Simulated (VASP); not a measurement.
Ir, 1 atom in the cell. The structure is cubic, space group Fm-3m (No. 225). The conventional cell has a = 3.854 Å, b = 3.854 Å, c = 3.854 Å, α = 90.00°, β = 90.00°, γ = 90.00°. Ir (site symmetry m-3m) has 12 Ir at 2.73 Å within 3.6 Å. 

```yaml
Program: VASP 6.6.1
Task: single point
Functional: PBE
Potentials_or_basis: VASP PAW PBE potentials, release 64 (Ir)
Cutoff: 520 eV
k_mesh: 10 × 10 × 10
Occupations: gaussian, width 0.1 eV
Spin: no spin polarisation
Hubbard_terms: Ir d U = 4.4 eV, J = 0.5 eV
Dipole_correction: no
LDAUTYPE: 1
Hund's_J: 0.5
Further_INCAR_settings: ALGO = Normal; EDIFF = 1e-06; NBANDS = 10
```

Potentials or basis: VASP PAW PBE potentials, release 64 (Ir).

The run is started by

```sh
$ cat potpaw_PBE.64/Ir/POTCAR > POTCAR
$ mpirun -np 1 vasp_std > vasp.out
```

Hardware: 1 thread of Intel Xeon 8259CL, with other jobs on the host.

Task: Estimate the wall time of this run.

Result: It took 13 s on 1 thread of Intel Xeon 8259CL (shared host), peak memory 0.13 GiB. Counts: scf iterations 13, k points 47.
